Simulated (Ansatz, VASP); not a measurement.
**One calculation of P, two programs**

```
CELL_PARAMETERS angstrom
2.42469 0.00000 0.00000
0.00000 2.43854 0.00000
-0.02031 0.00000 4.85243
ATOMIC_POSITIONS crystal
P 0.00000 0.00000 0.25057
P 0.00000 0.00000 0.74943
```

Alike in both runs: task single point; functional PBE; k mesh 9 × 9 × 5; occupations gaussian, width 0.2 eV; no spin polarisation.

|  | VASP | Ansatz |
| --- | --- | --- |
| version | VASP 6.6.1 | Ansatz 0.2.0 |
| potentials or method | VASP PAW PBE potentials, release 64 (P), cutoff 520 eV | scalar-relativistic, plane waves, PAW |
| valence electrons in the cell | 10 | 10 |

```csv
,VASP,Ansatz,Ansatz less VASP
gap on the k mesh at the Fermi level (eV),none,none,-
pressure (GPa),2.1,2.4,+0.30
"traceless stress, the component that is largest in VASP (GPa)",1.31,1.31,+0.002
```

A gap of «none» marks a metal or a gap that the smearing closes. With one functional, cell and mesh, what is left measures potentials, basis and numerics.
